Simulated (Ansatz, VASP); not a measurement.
**Mg6O5 in VASP and in Ansatz**

Contents of INCAR:

```
ALGO = Normal ; EDIFF = 1E-6
ENCUT = 520 ; GGA = PE
ISIF = 2 ; ISMEAR = 0
LASPH = True ; LCHARG = False
LREAL = False ; LWAVE = False
NBANDS = 32 ; NELM = 60
PREC = Accurate ; SIGMA = 0.05
```

Contents of KPOINTS:

```
k-points
0
Gamma
  4 4 4
```

Contents of POSCAR:

```
Mg6O5
1.0
    5.6337039799      0.0000000000      0.0000000000
    0.0000000000      5.6337039799      0.0000000000
    0.0000000000      0.0000000000      5.6337039799
Mg O
6 5
Direct
    0.2500000000      0.0000000000      0.5000000000
    0.0000000000      0.5000000000      0.2500000000
    0.5000000000      0.7500000000      0.0000000000
    0.7500000000      0.0000000000      0.5000000000
    0.0000000000      0.5000000000      0.7500000000
    0.5000000000      0.2500000000      0.0000000000
    0.5000000000      0.0000000000      0.2500000000
    0.0000000000      0.7500000000      0.5000000000
    0.6000000000      0.5177503114      0.0000000000
    0.5000000000      0.0000000000      0.7500000000
    0.0000000000      0.2500000000      0.5000000000
```

Input for Ansatz:

```yaml
crystal:
  lattice:
    - [5.6337039799, 0.0, 0.0]
    - [0.0, 5.6337039799, 0.0]
    - [0.0, 0.0, 5.6337039799]
  atoms:
    - { symbol: Mg, position: [0.25, 0.0, 0.5] }
    - { symbol: Mg, position: [0.0, 0.5, 0.25] }
    - { symbol: Mg, position: [0.5, 0.75, 0.0] }
    - { symbol: Mg, position: [0.75, 0.0, 0.5] }
    - { symbol: Mg, position: [0.0, 0.5, 0.75] }
    - { symbol: Mg, position: [0.5, 0.25, 0.0] }
    - { symbol: O, position: [0.5, 0.0, 0.25] }
    - { symbol: O, position: [0.0, 0.75, 0.5] }
    - { symbol: O, position: [0.6, 0.5177503114, 0.0] }
    - { symbol: O, position: [0.5, 0.0, 0.75] }
    - { symbol: O, position: [0.0, 0.25, 0.5] }
basis:
  ecutwfc: 420
kpoints:
  mp_grid: { grid: [4, 4, 4] }
hamiltonian:
  xc: pbe
  pseudopotentials: { kind: paw, azcp: { folder: soft_1 } }
scf:
  occupations: { method: gaussian, width: 0.05 }
output:
  forces: true
  stress: true
  eigenvalues: true
  write_density: true
  write_potential: true
  elf: true
  volumetric_format: npy
```

Change from the starting cell: O vacancy, atom 9 moved a little way towards it, host rigid.

Alike in both runs: task single point; functional PBE; k mesh 4 × 4 × 4; occupations gaussian, width 0.05 eV; no spin polarisation.

```csv
,VASP,Ansatz
version,VASP 6.6.1,Ansatz 0.2.0
potentials or method,"VASP PAW PBE potentials, release 64 (Mg, O), cutoff 520 eV","scalar-relativistic, plane waves, PAW"
valence electrons in the cell,42,90
```

VASP gave:

| Item | Value |
| --- | --- |
| gap on the k mesh at the Fermi level (eV) | 0.52 |
| least direct gap on the mesh (eV) | 1.76 |
| pressure (GPa) | 13.2 |
| traceless stress, the component that is largest in VASP (GPa) | 21.06 |
| rms of the force components (eV/Å) | 5.235 |

Task: What did Ansatz give for the same quantities?

Result: gap on the k mesh at the Fermi level (eV): 0.51; least direct gap on the mesh (eV): 1.76; pressure (GPa): 12.6; traceless stress, the component that is largest in VASP (GPa): 19.82; rms of the force components (eV/Å): 4.901.

Atom by atom the forces differ by 0.340 eV/Å (rms over components). VASP's potentials hold 42 valence electrons a cell and Ansatz's 90, so a difference there can come from the potentials and not from the codes.
